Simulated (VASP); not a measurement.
Wanted: the native input for a VASP 6.6.1 run.

```
Task                   : single point
Functional             : PBE
Potentials or basis    : VASP PAW PBE potentials, release 64 (Ta_pv, Al, N)
Cutoff                 : 520 eV
k mesh                 : 12 × 12 × 10
Occupations            : gaussian, width 0.1 eV
Spin                   : no spin polarisation
Dipole correction      : no
Further INCAR settings : ALGO = Normal; EDIFF = 1e-07; NBANDS = 26
```

The structure of Ta2AlN2 lies in POSCAR:

```
Ta2AlN2
1.0
    4.7354638904      0.0000000000      0.0000000000
   -2.3677319452      4.1010320278      0.0000000000
    0.0000000000      0.0000000000      3.9917149593
Ta Al N
2 1 2
Direct
    0.3333333333      0.6666666667      0.5000000000
    0.6666666667      0.3333333333      0.5000000000
    0.0000000000      0.0000000000      0.0000000000
    0.3333333333      0.6666666667      0.0000000000
    0.6666666667      0.3333333333      0.0000000000
```

The cell was built from a structure type or drawn by symmetry, and may not be a known phase.

These files were run (other wordings do the same):

INCAR

```
SYSTEM = Ta2AlN2
PREC = Accurate ; ENCUT = 520
EDIFF = 1E-7 ; ISMEAR = 0
SIGMA = 0.1 ; LREAL = .False.
LASPH = .True. ; NELM = 80
ALGO = Normal ; ISIF = 2
LWAVE = .False. ; LCHARG = .True.
GGA = PE ; LELF = .True.
LVHAR = .True. ; NBANDS = 26
```

KPOINTS

```
regular mesh
0
Gamma
  12 12 10
  0 0 0
```

Potentials or basis: VASP PAW PBE potentials, release 64 (Ta_pv, Al, N).

Launch:

```bash
$ cat potpaw_PBE.64/Ta_pv/POTCAR potpaw_PBE.64/Al/POTCAR potpaw_PBE.64/N/POTCAR > POTCAR
$ mpirun -np 1 vasp_std > vasp.out
```

Results of the run:

| Item | Value |
| --- | --- |
| Pressure | 0.3 GPa |
| Band gap on the k mesh | zero (an odd number of electrons rules out a gap without spin polarisation) |

Caveat: spin-orbit coupling is left out, which moves the levels of the heavy elements.

Run time: 110 s on 1 thread of AMD EPYC 9R45 96-Core Processor (Zen 5), on a shared host, peak memory 0.31 GiB.
